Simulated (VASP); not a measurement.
Bi: electric field gradients with PBE

Bi:

```
CELL_PARAMETERS angstrom
2.25774 1.30351 3.92746
-2.25774 1.30351 3.92746
0.00000 -2.60702 3.92746
ATOMIC_POSITIONS crystal
Bi 0.23389 0.23389 0.23389
Bi 0.76611 0.76611 0.76611
```

* Program: VASP 6.6.1
* Task: electric field gradients
* Functional: PBE
* Potentials or basis: VASP PAW PBE potentials, release 64 (Bi_d)
* Cutoff: 520 eV
* k mesh: 11 × 11 × 11
* Occupations: fermi-dirac, width 0.03 eV
* Spin: no spin polarisation
* Dipole correction: no
* Further INCAR settings: ALGO = Normal; EDIFF = 1e-08; NBANDS = 22

- Pressure: 2.8 GPa
- Largest force: 0.296 eV/Å
- Band gap on the k mesh: zero (bands 15 and 16 overlap by 0.06 eV)
- Largest electric field gradient by atom: Bi -34.3 V/Å²

Forces in eV/Å, atoms in the order of the input:
```
Bi   0.000  0.000  0.296
Bi   0.000  0.000 -0.296
```

Levels at points of the mesh, in eV from the Fermi level:
| k point | band 12 | band 13 | band 14 | band 15 | band 16 | band 17 | band 18 | band 19 |
| --- | --- | --- | --- | --- | --- | --- | --- | --- |
| (0.00, 0.00, 0.00) | -7.38 | -1.49 | -1.22 | -1.22 | 2.52 | 3.01 | 3.01 | 5.68 |

Electric field gradients, principal values (V/Å²):
```csv
atom,least,middle,greatest (by size)
1 Bi,17.126,17.126,-34.251
2 Bi,17.126,17.126,-34.251
```

It took 2.3 min on 1 thread of Intel(R) Xeon(R) Platinum 8488C (Sapphire Rapids), with other jobs on the host, peak memory 0.32 GiB.

Caveat: without QUAD_EFG the Cq values of the log hold for a quadrupole moment of 1 mb, not for the nuclei; spin-orbit coupling is left out, which moves the levels of the heavy elements.
